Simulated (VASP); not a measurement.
# NaCl (F-43m) in VASP: single point with HSE06

Aim: the single point of NaCl with HSE06.

Everything below comes from runs of VASP 6.6.1. Logs are shortened: lines on timing, memory, paths and dates and some standing lists are left out, and cuts for length are marked.

### Step 1. The cell of the first run

It takes space group F-43m (No. 216, cubic). Conventional cell: a = 6.175 Å, b = 6.175 Å, c = 6.175 Å, α = 90.00°, β = 90.00°, γ = 90.00°. Na (site symmetry -43m) has 4 Cl at 2.67 Å within 3.5 Å. Within 3.5 Å of Cl (site symmetry -43m) lie 4 Na at 2.67 Å.

### Step 2. Single point, HSE06

Contents of POSCAR:

```
NaCl
1.0
    0.0000000000      3.0872727775      3.0872727775
    3.0872727775      0.0000000000      3.0872727775
    3.0872727775      3.0872727775      0.0000000000
Na Cl
1 1
Direct
    0.0000000000      0.0000000000      0.0000000000
    0.2500000000      0.2500000000      0.2500000000
```

Contents of INCAR.step1:

```
ALGO = Normal ; EDIFF = 1E-5
ENCUT = 520 ; GGA = PE
ISIF = 2 ; ISMEAR = 0
LASPH = True ; LCHARG = False
LREAL = False ; LWAVE = True
NBANDS = 14 ; NELM = 100
PREC = Accurate ; SIGMA = 0.01
```

Contents of INCAR.step2:

```
ALGO = Normal ; EDIFF = 1E-6
ENCUT = 520 ; GGA = PE
HFSCREEN = 0.2079 ; ISIF = 2
ISMEAR = 0 ; ISTART = 1
LASPH = True ; LCHARG = False
LHFCALC = True ; LREAL = False
LWAVE = False ; NBANDS = 14
NELM = 100 ; PREC = Accurate
PRECFOCK = Normal ; SIGMA = 0.01
```

Contents of KPOINTS:

```
k-points
0
Gamma
  6 6 6
```

Potentials or basis: VASP PAW PBE potentials, release 64 (Na_pv, Cl).

Command:

```console
$ cat potpaw_PBE.64/Na_pv/POTCAR potpaw_PBE.64/Cl/POTCAR > POTCAR
$ cp INCAR.step1 INCAR
$ mpirun -np 1 vasp_std > vasp.out
$ cp INCAR.step2 INCAR
$ mpirun -np 1 vasp_std > vasp.out
```

OUTCAR:

```text
EDIFF = 1E-6
   ENCUT = 520
   GGA = PE
   HFSCREEN = 0.2079
   ISIF = 2
   ISMEAR = 0
   ISTART = 1
   LASPH = True
   LHFCALC = True
   LREAL = False
   NELM = 100
   PREC = Accurate
   PRECFOCK = Normal

 ion  position               nearest neighbor table
   1  0.000  0.000  0.000-   2 2.67   2 2.67   2 2.67   2 2.67
   2  0.250  0.250  0.250-   1 2.67   1 2.67   1 2.67   1 2.67

  LATTYP: Found a face centered cubic cell.
 ALAT       =     6.1745455550

  Lattice vectors:

 A1 = (   0.0000000000,   3.0872727775,   3.0872727775)
 A2 = (   3.0872727775,   0.0000000000,   3.0872727775)
 A3 = (   3.0872727775,   3.0872727775,   0.0000000000)

Analysis of symmetry for initial positions (statically):
=====================================================================
 Subroutine PRICEL returns:
 Original cell was already a primitive cell.

 Routine SETGRP: Setting up the symmetry group for a
 face centered cubic supercell.

 Subroutine GETGRP returns: Found 24 space group operations
 (whereof 24 operations were pure point group operations)
 out of a pool of 48 trial point group operations.

The static configuration has the point symmetry T_d .

Analysis of symmetry for dynamics (positions and initial velocities):
=====================================================================
 Subroutine PRICEL returns:
 Original cell was already a primitive cell.

 Routine SETGRP: Setting up the symmetry group for a
 face centered cubic supercell.

 Subroutine GETGRP returns: Found 24 space group operations
 (whereof 24 operations were pure point group operations)
 out of a pool of 48 trial point group operations.

The dynamic configuration has the point symmetry T_d .

 Subroutine INISYM returns: Found 24 space group operations
 (whereof 24 operations are pure point group operations),
 and found     1 'primitive' translations

----------------------------------------------------------------------------------------

                                     Primitive cell

  volume of cell :      58.8512

  direct lattice vectors                    reciprocal lattice vectors
     0.000000000  3.087272777  3.087272777    -0.161955239  0.161955239  0.161955239
     3.087272777  0.000000000  3.087272777     0.161955239 -0.161955239  0.161955239
     3.087272777  3.087272777  0.000000000     0.161955239  0.161955239 -0.161955239

  length of vectors
     4.366063033  4.366063033  4.366063033     0.280514702  0.280514702  0.280514702

  position of ions in fractional coordinates (direct lattice)
     0.000000000  0.000000000  0.000000000
     0.250000000  0.250000000  0.250000000

  ion indices of the primitive-cell ions
   primitive index   ion index
                 1           1
                 2           2

----------------------------------------------------------------------------------------

 KPOINTS: k-points

Automatic generation of k-mesh.
 Grid dimensions read from file:
 generate k-points for:    6    6    6

 Generating k-lattice:

  Cartesian coordinates                     Fractional coordinates (reciprocal lattice)
    -0.026992540  0.026992540  0.026992540     0.166666667  0.000000000  0.000000000
     0.026992540 -0.026992540  0.026992540     0.000000000  0.166666667  0.000000000
     0.026992540  0.026992540 -0.026992540     0.000000000  0.000000000  0.166666667

  Length of vectors
     0.046752450  0.046752450  0.046752450

  Shift w.r.t. Gamma in fractional coordinates (k-lattice)
     0.000000000  0.000000000  0.000000000

 Subroutine IBZKPT returns following result:
 ===========================================

 Found     16 irreducible k-points:

 Following reciprocal coordinates:
            Coordinates               Weight
  0.000000  0.000000  0.000000      1.000000
  0.166667  0.000000  0.000000      8.000000
  0.333333  0.000000  0.000000      8.000000
  0.500000  0.000000  0.000000      4.000000
  0.166667  0.166667  0.000000      6.000000
  0.333333  0.166667  0.000000     24.000000
[... 8 lines left out ...]
 -0.333333  0.333333  0.166667     24.000000
 -0.333333  0.500000  0.166667     12.000000
   k-points           NKPTS =     16   k-points in BZ     NKDIM =    216   number of bands    NBANDS=     14
   number of dos      NEDOS =    301   number of ions     NIONS =      2
   total plane-waves  NPLWV =  32768
   dimension x,y,z NGX =    32 NGY =   32 NGZ =   32
   dimension x,y,z NGXF=    64 NGYF=   64 NGZF=   64
   ions per type =               1   1
   NGX,Y,Z   is equivalent  to a cutoff of  12.18, 12.18, 12.18 a.u.
   NGXF,Y,Z  is equivalent  to a cutoff of  24.37, 24.37, 24.37 a.u.
 SYSTEM =  unknown system
   PREC   = accura    normal or accurate (medium, high low for compatibility)
   ISTART =      1    job   : 0-new  1-cont  2-samecut
   ICHARG =      0    charge: 1-file 2-atom 10-const
   ISPIN  =      1    spin polarized calculation?
   LNONCOLLINEAR =      F non collinear calculations
   LSORBIT =      F    spin-orbit coupling
   LASPH  =      T    aspherical Exc in radial PAW
   ENCUT  =  520.0 eV  38.22 Ry    6.18 a.u.   8.12  8.12  8.12*2*pi/ulx,y,z
   NELM   =    100;   NELMIN=  2; NELMDL=  0     # of ELM steps
   EDIFF  = 0.1E-05   stopping-criterion for ELM
   LREAL  =      F    real-space projection
   EDIFFG = 0.1E-04   stopping-criterion for IOM
   NSW    =      0    number of steps for IOM
   IBRION =     -1    ionic relax: 0-MD 1-quasi-New 2-CG
   NFREE  =      0    steps in history (QN), initial steepest desc. (CG)
   ISIF   =      2    stress and relaxation
   ISYM   =      3    0-nonsym 1-usesym 2-fastsym
   POTIM  = 0.5000    time-step for ionic-motion
   TEBEG  =    0.0;   TEEND  =   0.0 temperature during run
   PSTRESS=    0.0 pullay stress
   NELECT =      14.0000    total number of electrons
   NUPDOWN=      -1.0000    fix difference up-down
   EMIN   =  10.00;   EMAX   =-10.00  energy-range for DOS
   EFERMI =   0.00;   METHOD = LEGACY
   ISMEAR =     0;   SIGMA  =   0.01  broadening in eV -4-tet -1-fermi 0-gaus
   EFERMI_NEDOS =   21; number of points for ismear=-14 and -15
   IALGO  =     38    algorithm
   IMIX   =      1    mixing-type and parameters
     AMIX     =   0.40;   BMIX     =  1.00
     AMIX_MAG =   1.60;   BMIX_MAG =  1.00
  volume/ion in A,a.u.               =      29.43       198.57
  Fermi-wavevector in a.u.,A,eV,Ry     =   1.014376  1.916894 13.999846  1.028960
  Thomas-Fermi vector in A             =   2.147600
   LORBIT       =      0    0 simple, 1 ext, 2 COOP (PROOUT), +10 PAW based schemes
   GGA     = PE    functional components
   LHFCALC =     T    Hartree Fock is set to
   PRECFOCK=normal    Normal, Fast or Accurate (Low or Medium for compatibility)
   ENCUT4O =  -1.0   cutoff for four orbital integrals eV
   NKREDX  =     1    reduce k-point grid by
   NKREDY  =     1    reduce k-point grid by
   NKREDZ  =     1    reduce k-point grid by
   AEXX    =    0.2500 exact exchange contribution
   HFSCREEN=    0.2079 screening length (either q_TF or 0.3 A-1)
   HFSCREENC=   0.2079 screening length for correlation (either q_TF or 0.3 A-1)
   ENCUTFOCK=  -1.0 apply spherical cutoff to Coloumb kernel
   IVDW    =     0    specifies the selected vdW correction
   LEPSILON=     F    determine dielectric tensor
   LRPA    =     F    only Hartree local field effects (RPA)
 non-spin polarized calculation
 Gauss-broadening in eV      SIGMA  =   0.01
  energy-cutoff  :      520.00
  volume of cell :       58.85
 maximum number of plane-waves:      1600
  NGX = 28; NGY = 28; NGZ = 28

 number of electron      13.9999997 magnetization

 Free energy of the ion-electron system (eV)
  ---------------------------------------------------
  ext. energy  EPLUGINS =         0.00000000
  ---------------------------------------------------
  free energy    TOTEN  =        -7.72612845 eV

  energy without entropy =       -7.72612845  energy(sigma->0) =       -7.72612845

 E-fermi :  -3.3441     XC(G=0):  -5.7567

 val. band max:       -3.4087568948   @ k =   0.0000   0.0000   0.0000
 cond. band min:       2.8281342103   @ k =   0.0000   0.0000   0.0000
 fundamental gap:      6.2368911050
 Fermi energy:        -3.3441371988

 k-point     1 :       0.0000    0.0000    0.0000
  band No.  band energies     occupation
      1     -26.0436      2.00000
      2     -26.0436      2.00000
      3     -26.0436      2.00000
      4     -16.6726      2.00000
      5      -3.4088      2.00000
      6      -3.4088      2.00000
      7      -3.4088      2.00000
      8       2.8281      0.00000
      9       9.3296      0.00000
     10       9.3296      0.00000
     11       9.3296      0.00000
     12      11.1904      0.00000
     13      11.1904      0.00000
     14      13.4903      0.00000

 k-point     2 :       0.1667    0.0000    0.0000
  band No.  band energies     occupation
      1     -26.0471      2.00000
      2     -26.0440      2.00000
      3     -26.0440      2.00000
      4     -16.6341      2.00000
      5      -3.7331      2.00000
      6      -3.4347      2.00000
      7      -3.4347      2.00000
      8       3.4454      0.00000
      9       8.6543      0.00000
     10       9.4387      0.00000
     11       9.4387      0.00000
     12      10.7023      0.00000
     13      10.7023      0.00000
     14      12.4405      0.00000

 k-point     3 :       0.3333    0.0000    0.0000
  band No.  band energies     occupation
      1     -26.0541      2.00000
      2     -26.0448      2.00000
      3     -26.0448      2.00000
      4     -16.5559      2.00000
      5      -4.2789      2.00000
      6      -3.4854      2.00000
      7      -3.4854      2.00000
      8       4.7214      0.00000
      9       7.5553      0.00000
     10       8.9764      0.00000
     11       8.9764      0.00000
     12      11.5925      0.00000
     13      11.5925      0.00000
     14      11.9464      0.00000
[... 188 lines left out ...]
 k-point    15 :      -0.3333    0.3333    0.1667
  band No.  band energies     occupation
      1     -26.0569      2.00000
      2     -26.0488      2.00000
      3     -26.0467      2.00000
      4     -16.4785      2.00000
      5      -4.2475      2.00000
      6      -3.9565      2.00000
      7      -3.6627      2.00000
      8       5.9645      0.00000
      9       6.9369      0.00000
     10       8.0964      0.00000
     11       9.3368      0.00000
     12      11.4785      0.00000
     13      12.4770      0.00000
     14      13.7040      0.00000

 k-point    16 :      -0.3333    0.5000    0.1667
  band No.  band energies     occupation
      1     -26.0576      2.00000
      2     -26.0486      2.00000
      3     -26.0476      2.00000
      4     -16.4659      2.00000
      5      -4.2629      2.00000
      6      -3.9167      2.00000
      7      -3.7640      2.00000
      8       5.4587      0.00000
      9       7.3749      0.00000
     10       8.4174      0.00000
     11       9.2380      0.00000
     12      11.8366      0.00000
     13      13.1481      0.00000
     14      13.5287      0.00000

------------------------ aborting loop because EDIFF is reached ----------------------------------------

  FORCE on cell =-STRESS in cart. coord.  units (eV):
  Direction    XX          YY          ZZ          XY          YZ          ZX
  --------------------------------------------------------------------------------------
  -------------------------------------------------------------------------------------
  Total        0.1466507      0.1466507      0.1466507     -0.0000000     -0.0000000      0.0000000
  in kB        3.9924508      3.9924508      3.9924508     -0.0000000     -0.0000000      0.0000000
  external PRESSURE =       3.9924508 kB  Pullay stress =       0.0000000 kB

 VOLUME and BASIS-vectors are now :
 -----------------------------------------------------------------------------
  energy-cutoff  :      520.00
  volume of cell :       58.85
      direct lattice vectors                 reciprocal lattice vectors
     0.000000000  3.087272777  3.087272777    -0.161955239  0.161955239  0.161955239
     3.087272777  0.000000000  3.087272777     0.161955239 -0.161955239  0.161955239
     3.087272777  3.087272777  0.000000000     0.161955239  0.161955239 -0.161955239

 POSITION                                       TOTAL-FORCE (eV/Angst)
 -----------------------------------------------------------------------------------
      0.00000      0.00000      0.00000         0.000000      0.000000      0.000000
      1.54364      1.54364      1.54364        -0.000000     -0.000000     -0.000000
 -----------------------------------------------------------------------------------
    total drift:                                0.000002      0.000001      0.000002

  FREE ENERGIE OF THE ION-ELECTRON SYSTEM (eV)
  ---------------------------------------------------
  free  energy   TOTEN  =        -7.7261284500 eV

  energy  without entropy=       -7.7261284500  energy(sigma->0) =       -7.72612845
```

It took 57 min on 1 thread of Intel Xeon 8259CL, shared host; peak memory 0.3 GiB.

Results:

```yaml
Free_energy: -7.7261 eV
Pressure: 0.4 GPa
Band_gap_on_the_k_mesh: 6.24 eV
```

Levels at points of the mesh, in eV from the valence-band top:
```
           k point  band 4  band 5  band 6  band 7  band 8  band 9  band 10  band 11
(0.00, 0.00, 0.00)  -13.26    0.00    0.00    0.00    6.24   12.74    12.74    12.74
(0.50, 0.00, 0.00)  -13.11   -1.11   -0.10   -0.10    8.96   10.28    12.11    12.11
(0.50, 0.50, 0.00)  -13.06   -1.01   -0.32   -0.32    8.30   10.46    12.17    14.71
```

Caveat: the structure was generated, so it needn't be the stable form of NaCl; the PAW data sets were made with another functional, which shifts forces and pressure a little.
